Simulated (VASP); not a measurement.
Ta:

```xyz
1
Lattice="0.0000 2.0687 2.0687 2.0687 0.0000 2.0687 2.0687 2.0687 0.0000" Properties=species:S:1:pos:R:3 pbc="T T T"
Ta    0.0000    0.0000    0.0000
```

This isn't the form of Ta at room conditions, which is bcc.

| Quantity | Value |
| --- | --- |
| Program | VASP 6.6.1 |
| Task | relaxation of cell and atoms |
| Functional | PBEsol |
| Potentials or basis | VASP PAW PBE potentials, release 64 (Ta_pv) |
| Cutoff | 600 eV |
| k mesh | 17 × 17 × 17 |
| Occupations | fermi-dirac, width 0.08 eV |
| Spin | no spin polarisation |

At the start: pressure 6.2 GPa; volume 17.71 Å³/atom.

How do energy, volume and symmetry change on relaxing?

Over 4 steps the energy falls by 9.8 meV/atom and the volume is 18.22 Å³/atom (+2.9 %); space group Fm-3m (No. 225, to 0.1 Å) before and after.

Step by step:
```csv
step,energy change (eV),largest force (eV/Å),pressure (GPa),volume (Å³)
1,0.0000,0.0000,6.21,17.70
2,0.0431,0.0000,-12.34,19.52
3,-0.0098,0.0000,-0.14,18.24
4,-0.0098,0.0000,0.00,18.22
```

Final structure:
```yaml
crystal:
  lattice:
    - [0.00000, 2.08865, 2.08865]
    - [2.08865, 0.00000, 2.08865]
    - [2.08865, 2.08865, 0.00000]
  atoms:
    - { symbol: Ta, position: [0.00000, 0.00000, 0.00000] }
```

Caveat: the PAW data sets were made with another functional, which shifts forces and pressure a little.
